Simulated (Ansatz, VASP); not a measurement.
## One calculation of AlIn2Sb3, two programs

```
Al In Sb
1.0
     4.57816    0.00000    0.00000
    -2.28908    3.96480    0.00000
     0.00000    0.00000   22.65092
Al In Sb
2 4 6
Direct
  0.33333 0.66667 0.99721
  0.33333 0.66667 0.66903
  0.66667 0.33333 0.16217
  0.66667 0.33333 0.50572
  0.66667 0.33333 0.83405
  0.33333 0.66667 0.33381
  0.66667 0.33333 0.28870
  0.66667 0.33333 0.63285
  0.66667 0.33333 0.96108
  0.33333 0.66667 0.11668
  0.33333 0.66667 0.46043
  0.33333 0.66667 0.78847
```

Alike in both runs: task single point; functional PBE; k mesh 6 × 6 × 1; occupations gaussian, width 0.1 eV; no spin polarisation.

```csv
,VASP,Ansatz
version,VASP 6.6.1,Ansatz 0.2.0
potentials or method,"VASP PAW PBE potentials, release 64 (Al, In_d, Sb), cutoff 520 eV","scalar-relativistic, plane waves, PAW"
valence electrons in the cell,88,148
```

```csv
,VASP,Ansatz,Ansatz less VASP
gap on the k mesh at the Fermi level (eV),none,none,-
pressure (GPa),0.1,0.1,-0.02
rms of the force components (eV/Å),0.009,0.010,+0.0009
```

Atom by atom the forces differ by 0.005 eV/Å (rms over components). A gap of «none» marks a metal or a gap that the smearing closes. VASP's potentials hold 88 valence electrons a cell and Ansatz's 148, so a difference there can come from the potentials and not from the codes.

Spin-orbit coupling is off throughout.
